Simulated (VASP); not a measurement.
# Se (R-3) in VASP: further runs

The runs below take Se through electric field gradients, with PBEsol.

All numbers are computed with VASP 6.6.1; they aren't measurements. Logs are shortened: lines on timing, memory, paths and dates and some standing lists are left out, and cuts for length are marked.

## 1. The cell of the first run

The structure is trigonal, space group R-3 (No. 148). The conventional cell has a = 11.130 Å, b = 11.130 Å, c = 4.339 Å, α = 90.00°, β = 90.00°, γ = 120.00°. Se (site symmetry 1) has 2 Se at 2.31 Å within 3.1 Å.

## 2. Electric field gradients, PBEsol (volume scaled by 0.94)

INCAR reads:

```
SYSTEM = Se
PREC     = Accurate       ! precision mode
ENCUT    = 520            ! plane-wave cutoff, eV
EDIFF    = 1E-8           ! SCF threshold, eV
ISMEAR   = -1             ! smearing method
SIGMA    = 0.01           ! smearing width, eV
LREAL    = .FALSE.        ! projectors in reciprocal space
LASPH    = .TRUE.         ! aspherical terms in the spheres
NELM     = 80             ! most SCF steps
ALGO     = Normal         ! electronic algorithm
ISIF     = 2              ! what is computed and relaxed
LWAVE    = .FALSE.        ! write WAVECAR
LCHARG   = .FALSE.        ! write CHGCAR
GGA      = PS             ! functional
LEFG     = .TRUE.       
NBANDS   = 27             ! bands
```

KPOINTS reads:

```
regular mesh
0
G
  6 6 6
  0 0 0
```

POSCAR reads:

```
Se
1.0
    5.5650285483      3.2129707304      1.4461923599
   -5.5650285483      3.2129707304      1.4461923599
    0.0000000000     -6.4259414609      1.4461923599
Se
6
Direct
    0.2806600000      0.1625100000      0.9181800000
    0.9181800000      0.2806600000      0.1625100000
    0.1625100000      0.9181800000      0.2806600000
    0.7193400000      0.8374900000      0.0818200000
    0.0818200000      0.7193400000      0.8374900000
    0.8374900000      0.0818200000      0.7193400000
```

Potentials or basis: VASP PAW PBE potentials, release 64 (Se).

Launch:

```console
cat potpaw_PBE.64/Se/POTCAR > POTCAR
mpirun -np 1 vasp_std > vasp.out
```

OUTCAR:

```text
SYSTEM = Se
   PREC = Accurate
   ENCUT = 520
   EDIFF = 1E-8
   ISMEAR = -1
   LREAL = .FALSE.
   LASPH = .TRUE.
   NELM = 80
   ISIF = 2
   GGA = PS

 ion  position               nearest neighbor table
   1  0.281  0.163  0.918-   5 2.31   6 2.31
   2  0.918  0.281  0.163-   4 2.31   6 2.31
   3  0.163  0.918  0.281-   4 2.31   5 2.31
   4  0.719  0.837  0.082-   2 2.31   3 2.31
   5  0.082  0.719  0.837-   1 2.31   3 2.31
   6  0.837  0.082  0.719-   1 2.31   2 2.31

  LATTYP: Found a trigonal (rhomboedric) cell.
 ALAT       =     6.5866680499
 COS(alpha) =    -0.4276877572

  Lattice vectors:

 A1 = (   5.5650285483,   3.2129707304,   1.4461923599)
 A2 = (  -5.5650285483,   3.2129707304,   1.4461923599)
 A3 = (   0.0000000000,  -6.4259414609,   1.4461923599)

Analysis of symmetry for initial positions (statically):
=====================================================================
 Subroutine PRICEL returns:
 Original cell was already a primitive cell.

 Routine SETGRP: Setting up the symmetry group for a
 trigonal (rhombohedral) supercell.

 Subroutine GETGRP returns: Found  6 space group operations
 (whereof  6 operations were pure point group operations)
 out of a pool of 12 trial point group operations.

The static configuration has the point symmetry S_6 .

Analysis of symmetry for dynamics (positions and initial velocities):
=====================================================================
 Subroutine PRICEL returns:
 Original cell was already a primitive cell.

 Routine SETGRP: Setting up the symmetry group for a
 trigonal (rhombohedral) supercell.

 Subroutine GETGRP returns: Found  6 space group operations
 (whereof  6 operations were pure point group operations)
 out of a pool of 12 trial point group operations.

The dynamic configuration has the point symmetry S_6 .

 Subroutine INISYM returns: Found  6 space group operations
 (whereof  6 operations are pure point group operations),
 and found     1 'primitive' translations

----------------------------------------------------------------------------------------

                                     Primitive cell

  volume of cell :     155.1499

  direct lattice vectors                    reciprocal lattice vectors
     5.565028548  3.212970730  1.446192360     0.089846799  0.051873073  0.230490316
    -5.565028548  3.212970730  1.446192360    -0.089846799  0.051873073  0.230490316
     0.000000000 -6.425941461  1.446192360     0.000000000 -0.103746147  0.230490316

  length of vectors
     6.586668050  6.586668050  6.586668050     0.252762831  0.252762831  0.252762831

  position of ions in fractional coordinates (direct lattice)
     0.280660000  0.162510000  0.918180000
     0.918180000  0.280660000  0.162510000
     0.162510000  0.918180000  0.280660000
     0.719340000  0.837490000  0.081820000
     0.081820000  0.719340000  0.837490000
     0.837490000  0.081820000  0.719340000

  ion indices of the primitive-cell ions
   primitive index   ion index
                 1           1
                 2           2
                 3           3
                 4           4
                 5           5
                 6           6

----------------------------------------------------------------------------------------

 KPOINTS: regular mesh

Automatic generation of k-mesh.
 Grid dimensions read from file:
 generate k-points for:    6    6    6

 Generating k-lattice:

  Cartesian coordinates                     Fractional coordinates (reciprocal lattice)
     0.014974466  0.008645512  0.038415053     0.166666667 -0.000000000 -0.000000000
    -0.014974466  0.008645512  0.038415053    -0.000000000  0.166666667 -0.000000000
     0.000000000 -0.017291024  0.038415053     0.000000000  0.000000000  0.166666667
[... 51 lines left out ...]
   ISPIN  =      1    spin polarized calculation?
   LNONCOLLINEAR =      F non collinear calculations
   LSORBIT =      F    spin-orbit coupling
   LASPH  =      T    aspherical Exc in radial PAW
   ENCUT  =  520.0 eV  38.22 Ry    6.18 a.u.  12.25 12.25 12.25*2*pi/ulx,y,z
   NELM   =     80;   NELMIN=  2; NELMDL= -5     # of ELM steps
   EDIFF  = 0.1E-07   stopping-criterion for ELM
   LREAL  =      F    real-space projection
   EDIFFG = 0.1E-06   stopping-criterion for IOM
   NSW    =      0    number of steps for IOM
   IBRION =     -1    ionic relax: 0-MD 1-quasi-New 2-CG
   NFREE  =      0    steps in history (QN), initial steepest desc. (CG)
   ISIF   =      2    stress and relaxation
   ISYM   =      2    0-nonsym 1-usesym 2-fastsym
   POTIM  = 0.5000    time-step for ionic-motion
   TEBEG  =    0.0;   TEEND  =   0.0 temperature during run
   PSTRESS=    0.0 pullay stress
   NELECT =      36.0000    total number of electrons
   NUPDOWN=      -1.0000    fix difference up-down
   EMIN   =  10.00;   EMAX   =-10.00  energy-range for DOS
   EFERMI =   0.00;   METHOD = LEGACY
   ISMEAR =    -1;   SIGMA  =   0.01  broadening in eV -4-tet -1-fermi 0-gaus
   EFERMI_NEDOS =   21; number of points for ismear=-14 and -15
   IALGO  =     38    algorithm
   IMIX   =      4    mixing-type and parameters
     AMIX     =   0.40;   BMIX     =  1.00
     AMIX_MAG =   1.60;   BMIX_MAG =  1.00
  volume/ion in A,a.u.               =      25.86       174.50
  Fermi-wavevector in a.u.,A,eV,Ry     =   1.005986  1.901037 13.769196  1.012007
  Thomas-Fermi vector in A             =   2.138700
   LORBIT       =      0    0 simple, 1 ext, 2 COOP (PROOUT), +10 PAW based schemes
   GGA     = PS    functional components
   LHFCALC =     F    Hartree Fock is set to
   AEXX    =    0.0000 exact exchange contribution
   IVDW    =     0    specifies the selected vdW correction
   LEPSILON=     F    determine dielectric tensor
   LRPA    =     F    only Hartree local field effects (RPA)
 non-spin polarized calculation
  energy-cutoff  :      520.00
  volume of cell :      155.15
 maximum number of plane-waves:      4212
 NGX is ok and might be reduce to    50
   NGX = 25   NGY = 25   NGZ = 25

 number of electron      36.0000000 magnetization

 Free energy of the ion-electron system (eV)
  ---------------------------------------------------
  ext. energy  EPLUGINS =         0.00000000
  ---------------------------------------------------
  free energy    TOTEN  =       -22.58705414 eV

  energy without entropy =      -22.58705414  energy(sigma->0) =      -22.58705414

 E-fermi :   3.0465     XC(G=0):  -9.2542

 val. band max:        2.8453898020   @ k =   0.5000   0.5000   0.5000
 cond. band min:       4.0791116095   @ k =  -0.1667   0.1667   0.1667
 fundamental gap:      1.2337218075
 Fermi energy:         3.0464794804

 k-point     1 :       0.0000    0.0000    0.0000
  band No.  band energies     occupation
      1     -13.4627      2.00000
      2     -11.5636      2.00000
      3     -11.5636      2.00000
      4      -9.1586      2.00000
      5      -9.1586      2.00000
      6      -7.2756      2.00000
[... 709 lines left out ...]
     26       8.7153      0.00000
     27       9.3057      0.00000

 [... further k-points ...]

------------------------ aborting loop because EDIFF is reached ----------------------------------------

  FORCE on cell =-STRESS in cart. coord.  units (eV):
  Direction    XX          YY          ZZ          XY          YZ          ZX
  --------------------------------------------------------------------------------------
  -------------------------------------------------------------------------------------
  Total        4.7913032      4.7913032      2.6964796      0.0000007     -0.0000000     -0.0000000
  in kB       49.4780707     49.4780707     27.8455782      0.0000067     -0.0000000     -0.0000000
  external PRESSURE =      42.2672398 kB  Pullay stress =       0.0000000 kB

 VOLUME and BASIS-vectors are now :
 -----------------------------------------------------------------------------
  energy-cutoff  :      520.00
  volume of cell :      155.15
      direct lattice vectors                 reciprocal lattice vectors
     5.565028548  3.212970730  1.446192360     0.089846799  0.051873073  0.230490316
    -5.565028548  3.212970730  1.446192360    -0.089846799  0.051873073  0.230490316
     0.000000000 -6.425941461  1.446192360     0.000000000 -0.103746147  0.230490316

 POSITION                                       TOTAL-FORCE (eV/Angst)
 -----------------------------------------------------------------------------------
      0.65751     -4.47628      1.96877         0.309068      0.825908      0.767511
      3.54782      2.80756      1.96877        -0.869791     -0.145293      0.767511
     -4.20533      1.66872      1.96877         0.560723     -0.680615      0.767511
     -0.65751      4.47628      2.36980        -0.309068     -0.825908     -0.767511
     -3.54782     -2.80756      2.36980         0.869791      0.145293     -0.767511
      4.20533     -1.66872      2.36980        -0.560723      0.680615     -0.767511
 -----------------------------------------------------------------------------------
    total drift:                                0.000000     -0.000000     -0.000000

  FREE ENERGIE OF THE ION-ELECTRON SYSTEM (eV)
  ---------------------------------------------------
  free  energy   TOTEN  =       -22.5870541391 eV

  energy  without entropy=      -22.5870541391  energy(sigma->0) =      -22.58705414

 Electric field gradients (V/A^2)
---------------------------------------------------------------------
 ion       V_xx      V_yy      V_zz      V_xy      V_xz      V_yz
---------------------------------------------------------------------
   1     300.986  -100.772  -200.214  -127.909   135.822   328.867
   2    -111.105   311.319  -200.214  -110.012  -352.718   -46.808
   3     110.440    89.774  -200.214   237.920   216.896  -282.059
   4     300.986  -100.772  -200.214  -127.909   135.822   328.867
   5    -111.105   311.319  -200.214  -110.012  -352.718   -46.808
   6     110.440    89.774  -200.214   237.920   216.896  -282.059
---------------------------------------------------------------------

 Electric field gradients after diagonalization (V/A^2)
 (convention: |V_zz| > |V_xx| > |V_yy|)
----------------------------------------------------------------------
 ion       V_xx      V_yy      V_zz     asymmetry (V_yy - V_xx)/ V_zz
----------------------------------------------------------------------
   1     343.450   181.701  -525.151       0.308
   2     343.450   181.701  -525.151       0.308
   3     343.450   181.701  -525.151       0.308
   4     343.450   181.701  -525.151       0.308
   5     343.450   181.701  -525.151       0.308
   6     343.450   181.701  -525.151       0.308
----------------------------------------------------------------------

           NMR quadrupolar parameters

 Cq : quadrupolar parameter    Cq=e*Q*V_zz/h
 eta: asymmetry parameters     (V_yy - V_xx)/ V_zz
 Q  : nuclear electric quadrupole moment in mb (millibarn)
----------------------------------------------------------------------
 ion       Cq(MHz)       eta       Q (mb)
----------------------------------------------------------------------
   1      -1.270       0.308       1.000
   2      -1.270       0.308       1.000
   3      -1.270       0.308       1.000
   4      -1.270       0.308       1.000
   5      -1.270       0.308       1.000
   6      -1.270       0.308       1.000
----------------------------------------------------------------------
```

Run time: 4.7 min. Hardware: 1 thread of Intel Xeon 6975P-C, shared host; peak memory 0.39 GiB.

What came out:

```
Free energy            : -22.5871 eV
Pressure               : 4.2 GPa
Largest force          : 1.169 eV/Å
Band gap on the k mesh : 1.23 eV, indirect (least direct gap 1.46 eV)
```

Forces on the atoms (eV/Å):
```
Se   0.309  0.826  0.768
Se  -0.870 -0.145  0.768
Se   0.561 -0.681  0.768
Se  -0.309 -0.826 -0.768
Se   0.870  0.145 -0.768
Se  -0.561  0.681 -0.768
```

Stress tensor (GPa, compression positive):
```
4.95 0.00 0.00
0.00 4.95 0.00
0.00 0.00 2.78
```

Electric field gradients, principal values (V/Å²):
```csv
atom,least,middle,greatest (by size)
1 Se,181.701,343.450,-525.151
2 Se,181.701,343.450,-525.151
3 Se,181.701,343.450,-525.151
4 Se,181.701,343.450,-525.151
5 Se,181.701,343.450,-525.151
6 Se,181.701,343.450,-525.151
```

Caveat: without QUAD_EFG the Cq values of the log hold for a quadrupole moment of 1 mb, not for the nuclei; the PAW data sets were made with another functional, which shifts forces and pressure a little.

[end of part 1 of 2]
